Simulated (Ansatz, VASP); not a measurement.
One calculation of Rh, two programs

```
Rh
1.0
     2.66851    0.00000    0.00000
    -1.33426    2.31100    0.00000
     0.00000    0.00000    4.30281
Rh
2
Direct
  0.66667 0.33333 0.75000
  0.33333 0.66667 0.25000
```

Alike in both runs: functional PBEsol; dispersion D3(BJ); k mesh 14 × 14 × 8; occupations fermi-dirac, width 0.15 eV; no spin polarisation.

Ansatz relaxed the structure, and its values are those at the end. VASP's run is a single point on that final structure, the one shown.

|  | VASP | Ansatz |
| --- | --- | --- |
| version | VASP 6.6.1 | Ansatz 0.2.0 |
| potentials or method | VASP PAW PBE potentials, release 64 (Rh_pv), cutoff 520 eV | plane waves, PAW |
| valence electrons in the cell | 30 | 34 |

```csv
,VASP,Ansatz,Ansatz less VASP
pressure (GPa),-0.1,0.0,+0.05
```

VASP's potentials were made for PBE, not for PBEsol. VASP's potentials hold 30 valence electrons a cell and Ansatz's 34, so a difference there can come from the potentials and not from the codes.
